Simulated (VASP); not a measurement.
# Al (I4/mmm) in VASP: notebook

Runs on Al. Level: PBE. Tasks: single point.

All numbers are computed with VASP 6.6.1; they aren't measurements. Logs are shortened: lines on timing, memory, paths and dates and some standing lists are left out, and cuts for length are marked.

### 1 The cell of the first run

The structure is tetragonal, space group I4/mmm (No. 139). The conventional cell has a = 2.934 Å, b = 2.934 Å, c = 4.250 Å, α = 90.00°, β = 90.00°, γ = 90.00°. Al (site symmetry 4/mmm) has 12 Al at 2.93 to 2.97 Å within 3.9 Å.

### 2 Single point, PBE (strain +0.025 along x and y, +0.050 along z)

The input, INCAR:

```
SYSTEM = Al
PREC     = Accurate       ! precision mode
ENCUT    = 520            ! plane-wave cutoff, eV
EDIFF    = 1E-6           ! SCF threshold, eV
ISMEAR   = 0              ! smearing method
SIGMA    = 0.15           ! smearing width, eV
LREAL    = .FALSE.        ! projectors in reciprocal space
LASPH    = .TRUE.         ! aspherical terms in the spheres
NELM     = 100            ! most SCF steps
ALGO     = Fast           ! electronic algorithm
ISIF     = 2              ! what is computed and relaxed
LWAVE    = .FALSE.        ! write WAVECAR
LCHARG   = .FALSE.        ! write CHGCAR
GGA      = PE             ! functional
NBANDS   = 8              ! bands
```

The input, KPOINTS:

```
Automatic mesh
0
G
  20 20 20
  0 0 0
```

The input, POSCAR:

```
Al
1.0
    0.0000000000      2.0745795000      2.1251790000
    2.0745795000      0.0000000000      2.1251790000
    2.0745795000      2.0745795000      0.0000000000
Al
1
Direct
    0.0000000000      0.0000000000      0.0000000000
```

Potentials or basis: VASP PAW PBE potentials, release 64 (Al).

Launch:

```sh
> cat potpaw_PBE.64/Al/POTCAR > POTCAR
> mpirun -np 1 vasp_std > vasp.out
```

OUTCAR:

```text
SYSTEM = Al
   PREC = Accurate
   ENCUT = 520
   EDIFF = 1E-6
   ISMEAR = 0
   LREAL = .FALSE.
   LASPH = .TRUE.
   NELM = 100
   ISIF = 2
   GGA = PE

 ion  position               nearest neighbor table
   1  0.000  0.000  0.000-

  LATTYP: Found a body centered tetragonal cell.
 ALAT       =     2.9338984651
 C/A-ratio  =     1.4487065761

  Lattice vectors:

 A1 = (  -2.0745795000,   0.0000000000,   2.1251790000)
 A2 = (   2.0745795000,   0.0000000000,   2.1251790000)
 A3 = (   0.0000000000,   2.0745795000,  -2.1251790000)

Analysis of symmetry for initial positions (statically):
=====================================================================
 Subroutine PRICEL returns:
 Original cell was already a primitive cell.

 Routine SETGRP: Setting up the symmetry group for a
 body centered tetragonal supercell.

 Subroutine GETGRP returns: Found 16 space group operations
 (whereof 16 operations were pure point group operations)
 out of a pool of 16 trial point group operations.

The static configuration has the point symmetry D_4h.

Analysis of symmetry for dynamics (positions and initial velocities):
=====================================================================
 Subroutine PRICEL returns:
 Original cell was already a primitive cell.

 Routine SETGRP: Setting up the symmetry group for a
 body centered tetragonal supercell.

 Subroutine GETGRP returns: Found 16 space group operations
 (whereof 16 operations were pure point group operations)
 out of a pool of 16 trial point group operations.

The dynamic configuration has the point symmetry D_4h.

 Subroutine INISYM returns: Found 16 space group operations
 (whereof 16 operations are pure point group operations),
 and found     1 'primitive' translations

----------------------------------------------------------------------------------------

                                     Primitive cell

  volume of cell :      18.2930

  direct lattice vectors                    reciprocal lattice vectors
     0.000000000  2.074579500  2.125179000    -0.241012697  0.241012697  0.235274299
     2.074579500  0.000000000  2.125179000     0.241012697 -0.241012697  0.235274299
     2.074579500  2.074579500  0.000000000     0.241012697  0.241012697 -0.235274299

  length of vectors
     2.969893245  2.969893245  2.933898465     0.414159674  0.414159674  0.414159674

  position of ions in fractional coordinates (direct lattice)
     0.000000000  0.000000000  0.000000000

  ion indices of the primitive-cell ions
   primitive index   ion index
                 1           1

----------------------------------------------------------------------------------------

 KPOINTS: Automatic mesh

Automatic generation of k-mesh.
 Grid dimensions read from file:
 generate k-points for:   20   20   20

 Generating k-lattice:

  Cartesian coordinates                     Fractional coordinates (reciprocal lattice)
    -0.012050635  0.012050635  0.011763715     0.050000000  0.000000000  0.000000000
     0.012050635 -0.012050635  0.011763715     0.000000000  0.050000000  0.000000000
     0.012050635  0.012050635 -0.011763715     0.000000000  0.000000000  0.050000000

  Length of vectors
     0.020707984  0.020707984  0.020707984

  Shift w.r.t. Gamma in fractional coordinates (k-lattice)
     0.000000000  0.000000000  0.000000000

 Subroutine IBZKPT returns following result:
 ===========================================

 Found    641 irreducible k-points:

 Following reciprocal coordinates:
            Coordinates               Weight
  0.000000  0.000000  0.000000      1.000000
  0.050000  0.000000  0.000000      8.000000
  0.100000 -0.000000  0.000000      8.000000
  0.150000  0.000000  0.000000      8.000000
  0.200000 -0.000000  0.000000      8.000000
  0.250000  0.000000  0.000000      8.000000
[... 16 lines left out ...]
 -0.400000  0.050000  0.000000      8.000000
 -0.350000  0.050000  0.000000      8.000000
 [... further k-points ...]
   k-points           NKPTS =    641   k-points in BZ     NKDIM =    641   number of bands    NBANDS=      8
   number of dos      NEDOS =    301   number of ions     NIONS =      1
   total plane-waves  NPLWV =  13824
   dimension x,y,z NGX =    24 NGY =   24 NGZ =   24
   dimension x,y,z NGXF=    48 NGYF=   48 NGZF=   48
   ions per type =               1
   NGX,Y,Z   is equivalent  to a cutoff of  13.43, 13.43, 13.60 a.u.
   NGXF,Y,Z  is equivalent  to a cutoff of  26.87, 26.87, 27.20 a.u.
 SYSTEM =  Al
   PREC   = accura    normal or accurate (medium, high low for compatibility)
   ISTART =      0    job   : 0-new  1-cont  2-samecut
   ICHARG =      2    charge: 1-file 2-atom 10-const
   ISPIN  =      1    spin polarized calculation?
   LNONCOLLINEAR =      F non collinear calculations
   LSORBIT =      F    spin-orbit coupling
   LASPH  =      T    aspherical Exc in radial PAW
   ENCUT  =  520.0 eV  38.22 Ry    6.18 a.u.   5.52  5.52  5.46*2*pi/ulx,y,z
   NELM   =    100;   NELMIN=  2; NELMDL= -5     # of ELM steps
   EDIFF  = 0.1E-05   stopping-criterion for ELM
   LREAL  =      F    real-space projection
   EDIFFG = 0.1E-04   stopping-criterion for IOM
   NSW    =      0    number of steps for IOM
   IBRION =     -1    ionic relax: 0-MD 1-quasi-New 2-CG
   NFREE  =      0    steps in history (QN), initial steepest desc. (CG)
   ISIF   =      2    stress and relaxation
   ISYM   =      2    0-nonsym 1-usesym 2-fastsym
   POTIM  = 0.5000    time-step for ionic-motion
   TEBEG  =    0.0;   TEEND  =   0.0 temperature during run
   PSTRESS=    0.0 pullay stress
   NELECT =       3.0000    total number of electrons
   NUPDOWN=      -1.0000    fix difference up-down
   EMIN   =  10.00;   EMAX   =-10.00  energy-range for DOS
   EFERMI =   0.00;   METHOD = LEGACY
   ISMEAR =     0;   SIGMA  =   0.15  broadening in eV -4-tet -1-fermi 0-gaus
   EFERMI_NEDOS =   21; number of points for ismear=-14 and -15
   IALGO  =     68    algorithm
   IMIX   =      4    mixing-type and parameters
     AMIX     =   0.40;   BMIX     =  1.00
     AMIX_MAG =   1.60;   BMIX_MAG =  1.00
  volume/ion in A,a.u.               =      18.29       123.45
  Fermi-wavevector in a.u.,A,eV,Ry     =   0.896094  1.693371 10.925256  0.802984
  Thomas-Fermi vector in A             =   2.018508
   LORBIT       =      0    0 simple, 1 ext, 2 COOP (PROOUT), +10 PAW based schemes
   GGA     = PE    functional components
   LHFCALC =     F    Hartree Fock is set to
   AEXX    =    0.0000 exact exchange contribution
   IVDW    =     0    specifies the selected vdW correction
   LEPSILON=     F    determine dielectric tensor
   LRPA    =     F    only Hartree local field effects (RPA)
 non-spin polarized calculation
 RMM-DIIS sequential band-by-band and
 Gauss-broadening in eV      SIGMA  =   0.15
  energy-cutoff  :      520.00
  volume of cell :       18.29
 maximum number of plane-waves:       532
 NGX is ok and might be reduce to    24
   NGX = 11   NGY = 11   NGZ = 11

 number of electron       3.0000000 magnetization

 Free energy of the ion-electron system (eV)
  ---------------------------------------------------
  ext. energy  EPLUGINS =         0.00000000
  ---------------------------------------------------
  free energy    TOTEN  =        -3.70789785 eV

  energy without entropy =       -3.70255868  energy(sigma->0) =       -3.70522827

 E-fermi :   6.9949     XC(G=0):  -9.8289

 val. band max:        6.9933189674   @ k =  -0.4000   0.0500   0.4000
 cond. band min:       6.9965603327   @ k =  -0.2500   0.2000   0.1500
 fundamental gap:      0.0032413653
 Fermi energy:         6.9949495340

 k-point     1 :       0.0000    0.0000    0.0000
  band No.  band energies     occupation
      1      -3.4759      2.00000
      2      18.8679      0.00000
      3      19.1182      0.00000
      4      19.1182      0.00000
      5      19.7580      0.00000
      6      19.7580      0.00000
      7      19.8177      0.00000
      8      22.7123      0.00000

 k-point     2 :       0.0500    0.0000    0.0000
  band No.  band energies     occupation
      1      -3.4124      2.00000
      2      17.6299      0.00000
      3      18.5851      0.00000
      4      18.7271      0.00000
      5      20.2466      0.00000
      6      20.2537      0.00000
      7      20.4911      0.00000
      8      23.3566      0.00000

 k-point     3 :       0.1000   -0.0000    0.0000
  band No.  band energies     occupation
      1      -3.2222      2.00000
      2      15.7489      0.00000
      3      18.0504      0.00000
      4      18.2248      0.00000
      5      20.6840      0.00000
      6      21.0228      0.00000
      7      21.0260      0.00000
      8      23.6747      0.00000

 k-point     4 :       0.1500    0.0000    0.0000
  band No.  band energies     occupation
      1      -2.9056      2.00000
      2      13.8424      0.00000
      3      17.5912      0.00000
      4      17.8076      0.00000
      5      20.6089      0.00000
      6      21.5619      0.00000
      7      21.7871      0.00000
      8      23.1440      0.00000

 k-point     5 :       0.2000   -0.0000    0.0000
  band No.  band energies     occupation
      1      -2.4635      2.00000
      2      11.9836      0.00000
      3      17.2299      0.00000
      4      17.4924      0.00000
      5      20.4794      0.00000
      6      21.1556      0.00000
      7      21.8557      0.00000
      8      23.6734      0.00000
[... 177 lines left out ...]
 k-point    22 :      -0.4500    0.0500    0.0000
  band No.  band energies     occupation
      1       2.0368      2.00000
      2       3.6139      2.00000
      3      15.6323      0.00000
      4      17.1959      0.00000
      5      18.3135      0.00000
      6      18.7627      0.00000
      7      21.3811      0.00000
      8      22.1164      0.00000

 k-point    23 :      -0.4000    0.0500    0.0000
  band No.  band energies     occupation
      1       0.9475      2.00000
      2       4.9618      2.00000
      3      15.4308      0.00000
      4      17.6392      0.00000
      5      18.5697      0.00000
      6      18.8046      0.00000
      7      21.1814      0.00000
      8      22.5123      0.00000

 k-point    24 :      -0.3500    0.0500    0.0000
  band No.  band energies     occupation
      1      -0.0251      2.00000
      2       6.4180      2.00000
      3      15.3382      0.00000
      4      17.9815      0.00000
      5      18.6910      0.00000
      6      19.3993      0.00000
      7      21.0021      0.00000
      8      23.0889      0.00000

 [... further k-points ...]

------------------------ aborting loop because EDIFF is reached ----------------------------------------

  FORCE on cell =-STRESS in cart. coord.  units (eV):
  Direction    XX          YY          ZZ          XY          YZ          ZX
  --------------------------------------------------------------------------------------
  -------------------------------------------------------------------------------------
  Total       -0.6749985     -0.6749985     -0.8037028      0.0000000      0.0000000      0.0000000
  in kB      -59.1190846    -59.1190846    -70.3915242      0.0000000      0.0000000      0.0000000
  external PRESSURE =     -62.8765645 kB  Pullay stress =       0.0000000 kB

 VOLUME and BASIS-vectors are now :
 -----------------------------------------------------------------------------
  energy-cutoff  :      520.00
  volume of cell :       18.29
      direct lattice vectors                 reciprocal lattice vectors
     0.000000000  2.074579500  2.125179000    -0.241012697  0.241012697  0.235274299
     2.074579500  0.000000000  2.125179000     0.241012697 -0.241012697  0.235274299
     2.074579500  2.074579500  0.000000000     0.241012697  0.241012697 -0.235274299

 POSITION                                       TOTAL-FORCE (eV/Angst)
 -----------------------------------------------------------------------------------
      0.00000      0.00000      0.00000         0.000000      0.000000      0.000000
 -----------------------------------------------------------------------------------
    total drift:                                0.000000     -0.000000     -0.000000

  FREE ENERGIE OF THE ION-ELECTRON SYSTEM (eV)
  ---------------------------------------------------
  free  energy   TOTEN  =        -3.7078978527 eV

  energy  without entropy=       -3.7025586810  energy(sigma->0) =       -3.70522827
```

It took 1.7 min on 1 thread of Intel Xeon 8259CL, shared host; peak memory 0.2 GiB.

Results:

```
Free energy            : -3.7079 eV
Pressure               : -6.3 GPa
Band gap on the k mesh : zero (an odd number of electrons rules out a gap without spin polarisation)
```

Stress tensor (GPa, compression positive):
```
-5.91  0.00  0.00
 0.00 -5.91  0.00
 0.00  0.00 -7.04
```

Levels at points of the mesh, in eV from the Fermi level:
```
           k point  band 1  band 2  band 3  band 4  band 5
(0.00, 0.00, 0.00)  -10.47   11.87   12.12   12.12   12.76
(0.50, 0.00, 0.00)   -4.28   -4.22   10.03   10.60   10.69
(0.50, 0.50, 0.00)   -2.91   -1.95    5.37    5.38    5.38
(0.50, 0.00, 0.50)   -2.60   -1.47    4.89    5.06    5.12
```

Caveat: the cell differs from its parent crystal (strain +0.025 along x and y, +0.050 along z); the cell stands under tension.

[end of part 1 of 2]
